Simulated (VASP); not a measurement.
Be:

```
Be
1.0
     2.43916    0.00000    0.00000
    -1.21958    2.11237    0.00000
     0.00000    0.00000    6.64323
Be
4
Direct
  0.00000 0.00000 0.25000
  0.00000 0.00000 0.75000
  0.33333 0.66667 0.75000
  0.66667 0.33333 0.25000
```

* Program: VASP 6.6.1
* Task: relaxation of cell and atoms
* Functional: r2SCAN
* Potentials or basis: VASP PAW PBE potentials, release 64 (Be)
* Cutoff: 600 eV
* k mesh: 9 × 9 × 4
* Occupations: gaussian, width 0.1 eV
* Spin: no spin polarisation

At the start: pressure 136.0 GPa; volume 8.56 Å³/atom.

Question: How do energy, volume and symmetry change on relaxing?

Answer: Over 13 steps the energy falls by 5064.8 meV/atom and the volume is 10.45 Å³/atom (+22.2 %); space group P6_3/mmc (No. 194, to 0.1 Å) before and after.

The path:
| step | energy change (eV) | largest force (eV/Å) | pressure (GPa) | volume (Å³) |
| --- | --- | --- | --- | --- |
| 1 | 0.0000 | 0.0000 | 136.01 | 34.23 |
| 2 | -16.0288 | 0.0000 | -3.06 | 79.49 |
| 3 | -16.0211 | 0.0000 | -1.68 | 76.75 |
| 4 | -16.0304 | 0.0000 | -2.55 | 78.40 |
| 5 | -16.2260 | 0.0000 | -3.18 | 75.03 |
| 6 | -17.0200 | 0.0000 | -5.48 | 65.72 |
| 7 | -20.1425 | 0.0000 | -7.16 | 46.55 |
| 8 | -18.8706 | 0.0000 | 11.38 | 38.83 |
| 9 | -20.1682 | 0.0000 | -6.08 | 45.73 |
| 10 | -20.0663 | 0.0000 | 11.04 | 37.31 |
| 11 | -20.2360 | 0.0000 | -0.85 | 42.29 |
| 12 | -20.2104 | 0.0000 | 1.14 | 41.13 |
| 13 | -20.2592 | 0.0000 | -0.17 | 41.82 |

Final structure:
```yaml
crystal:
  lattice:
    - [3.63227, 0.00000, 0.00000]
    - [-1.81613, 3.14564, 0.00000]
    - [0.00000, 0.00000, 3.65993]
  atoms:
    - { symbol: Be, position: [0.00000, 0.00000, 0.25000] }
    - { symbol: Be, position: [0.00000, 0.00000, 0.75000] }
    - { symbol: Be, position: [0.33333, 0.66667, 0.75000] }
    - { symbol: Be, position: [0.66667, 0.33333, 0.25000] }
```

Caveat: the volume moved by over 15 % at a fixed basis, so the end points are rough; the PAW data sets were made with another functional, which shifts forces and pressure a little.
